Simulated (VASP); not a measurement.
RbBr: single point with PBE

RbBr:

```
CELL_PARAMETERS angstrom
-0.03773 3.86950 3.86950
3.86950 -0.03773 3.86950
3.83177 3.83177 0.00000
ATOMIC_POSITIONS crystal
Rb 0.99781 0.99781 0.00219
Br 0.25219 0.25219 0.24781
```

This cell differs from its parent crystal: shear xy strain -1.9%.

```yaml
Program: VASP 6.6.1
Task: single point
Functional: PBE
Potentials_or_basis: VASP PAW PBE potentials, release 64 (Rb_sv, Br)
Cutoff: 520 eV
k_mesh: 6 × 6 × 6
Occupations: fermi-dirac, width 0.02 eV
Spin: no spin polarisation
```

```json
{
  "Pressure": "0.2 GPa",
  "Band gap on the k mesh": "4.06 eV (least direct gap 4.15 eV)"
}
```

Levels at points of the mesh, in eV from the valence-band top:
```csv
k point,band 6,band 7,band 8,band 9,band 10,band 11
"(0.00, 0.00, 0.00)",-0.11,-0.10,-0.09,4.06,8.15,8.15
"(0.50, 0.00, 0.00)",-0.31,-0.05,-0.04,6.25,6.45,7.74
"(0.50, 0.50, 0.00)",-0.40,-0.02,0.00,5.91,6.72,8.41
"(0.00, 0.00, 0.50)",-0.30,-0.06,-0.05,6.27,6.50,7.72
"(0.50, 0.00, 0.50)",-0.40,-0.01,-0.01,5.91,6.72,8.41
```

Wall time 54 s on 1 thread of Intel(R) Xeon(R) Platinum 8259CL CPU @ 2.50GHz (Skylake/Cascade Lake) (shared host), peak memory 0.29 GiB.

Caveat: the cell differs from its parent crystal (shear xy strain -1.9%); the structure was generated, so it needn't be the stable form of RbBr. A k mesh can miss the band edges.
